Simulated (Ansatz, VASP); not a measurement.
## Ti3Al: VASP beside Ansatz

File INCAR:

```
SYSTEM = Ti3Al
PREC = Accurate
ENCUT = 520
EDIFF = 1E-7
ISMEAR = 0
SIGMA = 0.15
LREAL = .False.
LASPH = .True.
NELM = 80
ALGO = Fast
ISIF = 2
LWAVE = .False.
LCHARG = .True.
GGA = PS
LELF = .True.
LVHAR = .True.
NBANDS = 28
```

The input KPOINTS:

```
regular mesh
0
Gamma
  18 18 6
  0 0 0
```

File POSCAR:

```
Ti3Al
1.0
    2.9281210806      0.0000000000      0.0000000000
   -1.4640605403      2.5358272412      0.0000000000
    0.0000000000      0.0000000000      8.6973980458
Ti Al
3 1
Direct
    0.6666666667      0.3333333333      0.0000000000
    0.3333333333      0.6666666667      0.7511732072
    0.3333333333      0.6666666667      0.2488267928
    0.6666666667      0.3333333333      0.5000000000
```

Input for Ansatz:

```yaml
crystal:
  lattice:
    - [2.9281210806, 0.0, 0.0]
    - [-1.4640605403, 2.5358272412, 0.0]
    - [0.0, 0.0, 8.6973980458]
  atoms:
    - { symbol: Ti, position: [0.6666666667, 0.3333333333, 0.0] }
    - { symbol: Ti, position: [0.3333333333, 0.6666666667, 0.7511732072] }
    - { symbol: Ti, position: [0.3333333333, 0.6666666667, 0.2488267928] }
    - { symbol: Al, position: [0.6666666667, 0.3333333333, 0.5] }
basis:
  ecutwfc: 520.0
kpoints:
  mp_grid: { grid: [18, 18, 6] }
hamiltonian:
  xc: pbesol
  pseudopotentials: { kind: paw, azcp: { folder: soft_1 } }
scf:
  occupations: { method: gaussian, width: 0.15 }
output:
  forces: true
  stress: true
  eigenvalues: true
```

Alike in both runs: task single point; functional PBEsol; k mesh 18 × 18 × 6; occupations gaussian, width 0.15 eV; no spin polarisation.

```csv
,VASP,Ansatz
version,VASP 6.6.1,Ansatz 0.2.0
potentials or method,"VASP PAW PBE potentials, release 64 (Ti_sv, Al), cutoff 520 eV","scalar-relativistic, plane waves, PAW"
valence electrons in the cell,39,39
```

|  | VASP | Ansatz | Ansatz less VASP |
| --- | --- | --- | --- |
| gap on the k mesh at the Fermi level (eV) | none | none | - |
| pressure (GPa) | 3.9 | 4.0 | +0.14 |
| traceless stress, the component that is largest in VASP (GPa) | 7.30 | 7.27 | -0.025 |
| rms of the force components (eV/Å) | 0.038 | 0.032 | -0.0060 |

VASP's potentials were made for PBE, not for PBEsol, and Ansatz warns of the same on its side. Atom by atom the forces differ by 0.006 eV/Å (rms over components). A gap of «none» marks a metal or a gap that the smearing closes.
